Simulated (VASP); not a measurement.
Write the native input for VASP 6.6.1 that does the following.

- Task: single point
- Functional: PBE
- Potentials or basis: VASP PAW PBE potentials, release 64 (C, W_sv)
- Cutoff: 520 eV
- k mesh: 12 × 12 × 1
- Occupations: gaussian, width 0.1 eV
- Spin: no spin polarisation
- Dipole correction: yes
- Further INCAR settings: ALGO = Normal; EDIFF = 1e-06; NBANDS = 48

The structure of W4C5 lies in POSCAR:

```
W4C5
1.0
    2.9217712068      0.0000000000      0.0000000000
   -1.4608856034      2.5303280892      0.0000000000
    0.0000000000      0.0000000000     26.3883078636
C W
5 4
Direct
    0.6666666667      0.3333333333      0.2842167841
    0.6666666667      0.3333333333      0.3921083921
    0.6666666667      0.3333333333      0.5000000000
    0.6666666667      0.3333333333      0.6078916079
    0.6666666667      0.3333333333      0.7157832159
    0.0000000000      0.0000000000      0.3381625881
    0.0000000000      0.0000000000      0.4460541960
    0.0000000000      0.0000000000      0.5539458040
    0.0000000000      0.0000000000      0.6618374119
```

The input as run:

INCAR

```
SYSTEM = W4C5
  PREC = Accurate
  ENCUT = 520
  EDIFF = 1E-6
  ISMEAR = 0
  SIGMA = 0.1
  LREAL = .FALSE.
  LASPH = .TRUE.
  NELM = 60
  ALGO = Normal
  ISIF = 2
  LWAVE = .FALSE.
  LCHARG = .FALSE.
  LDIPOL = .TRUE.
  IDIPOL = 3
  DIPOL = 0.5 0.5 0.500
  GGA = PE
  NBANDS = 48
```

KPOINTS

```
Automatic mesh
0
G
  12 12 1
  0 0 0
```

Potentials or basis: VASP PAW PBE potentials, release 64 (C, W_sv).

The run is started by

```console
$ cat potpaw_PBE.64/C/POTCAR potpaw_PBE.64/W_sv/POTCAR > POTCAR
$ mpirun -np 1 vasp_std > vasp.out
```

Results of the run:

* Largest force: 5.526 eV/Å
* Band gap on the k mesh: zero (band 38 reaches 1.87 eV, above the bottom of band 39 at 1.29 eV)

Caveat: spin-orbit coupling is left out, which moves the levels of the heavy elements.

It took 4.4 min on 1 thread of AMD EPYC 9R45 96-Core Processor (Zen 5), with other jobs on the host, peak memory 0.36 GiB.
